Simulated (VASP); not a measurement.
A run of VASP 6.6.1:

INCAR

```
ALGO = Normal ; EDIFF = 1E-7
ENCUT = 520 ; GGA = PS
ISIF = 2 ; ISMEAR = 0
LASPH = T ; LCHARG = F
LREAL = F ; LWAVE = F
NBANDS = 8 ; NELM = 60
PREC = Accurate ; SIGMA = 0.05
```

File KPOINTS:

```
k-points
0
Gamma
  20 20 20
```

POSCAR

```
Si
1.0
    0.0000000000      1.9147557691      1.9147557691
    1.9147557691      0.0000000000      1.9147557691
    1.9147557691      1.9147557691      0.0000000000
Si
1
Direct
    0.0000000000      0.0000000000      0.0000000000
```

Potentials or basis: VASP PAW PBE potentials, release 64 (Si).

Command:

```bash
$ cat potpaw_PBE.64/Si/POTCAR > POTCAR
$ mpirun -np 1 vasp_std > vasp.out
```

Hardware: 1 thread of Intel Xeon 6975P-C (shared host).

How long does it take, and how much memory?

Wall time 15 s on 1 thread of Intel Xeon 6975P-C, on a shared host, peak memory 0.13 GiB. Counts: scf iterations 11, k points 256.
